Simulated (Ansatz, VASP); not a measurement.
# One calculation of SiC, two programs

POSCAR

```
SiC
1.0
    0.0408402184      2.1781449820      2.1781449820
    2.2189852004      0.0000000000      2.2189852004
    2.1781449820      2.1781449820      0.0408402184
Si C
1 1
Direct
    0.0000000000      0.0000000000      0.0000000000
    0.7500000000      0.7500000000      0.7500000000
```

The input INCAR.step1:

```
SYSTEM = SiC
PREC = Accurate ; ENCUT = 520
ISMEAR = 0 ; SIGMA = 0.05
LREAL = .False. ; LASPH = .True.
NELM = 100 ; NBANDS = 11
GGA = PE ; ALGO = Normal
EDIFF = 1E-4 ; LWAVE = .True.
LCHARG = .False.
```

The input INCAR.step2:

```
SYSTEM = SiC
PREC = Accurate ; ENCUT = 520
EDIFF = 1E-6 ; ISMEAR = 0
SIGMA = 0.05 ; LREAL = .False.
LASPH = .True. ; NELM = 100
ALGO = Normal ; ISIF = 2
LWAVE = .False. ; LCHARG = .False.
METAGGA = R2SCAN ; LMIXTAU = .True.
NBANDS = 11 ; ISTART = 1
```

Contents of KPOINTS:

```
Automatic mesh
0
Gamma
  10 10 10
  0 0 0
```

Input for Ansatz:

```yaml
crystal:
  lattice:
    - [0.0408402184, 2.178144982, 2.178144982]
    - [2.2189852004, 0.0, 2.2189852004]
    - [2.178144982, 2.178144982, 0.0408402184]
  atoms:
    - { symbol: Si, position: [0.0, 0.0, 0.0] }
    - { symbol: C, position: [0.75, 0.75, 0.75] }
basis:
  ecutwfc: 500
kpoints:
  mp_grid: { grid: [10, 10, 10] }
hamiltonian:
  xc: r2scan
scf:
  occupations: { method: gaussian, width: 0.05 }
output:
  forces: true
  stress: true
  eigenvalues: true
```

Change from the starting cell: strain +0.0375 x Voigt [0, 0, 0, 0, 1, 0], atoms carried along.

Alike in both runs: task single point; functional r2SCAN; k mesh 10 × 10 × 10; occupations gaussian, width 0.05 eV; no spin polarisation.

|  | VASP | Ansatz |
| --- | --- | --- |
| version | VASP 6.6.1 | Ansatz 0.2.0 |
| potentials or method | VASP PAW PBE potentials, release 64 (Si, C), cutoff 520 eV | scalar-relativistic, plane waves, PAW |
| valence electrons in the cell | 8 | 8 |

```tsv
	VASP	Ansatz	Ansatz less VASP
gap on the k mesh at the Fermi level (eV)	1.55	1.54	-0.010
least direct gap on the mesh (eV)	4.70	4.69	-0.011
pressure (GPa)	0.2	0.4	+0.17
traceless stress, the component that is largest in VASP (GPa)	-10.72	-10.67	+0.046
rms of the force components (eV/Å)	0.165	0.166	+0.0014
```

VASP's potentials were made for PBE, not for r2SCAN. Atom by atom the forces differ by 0.001 eV/Å (rms over components).
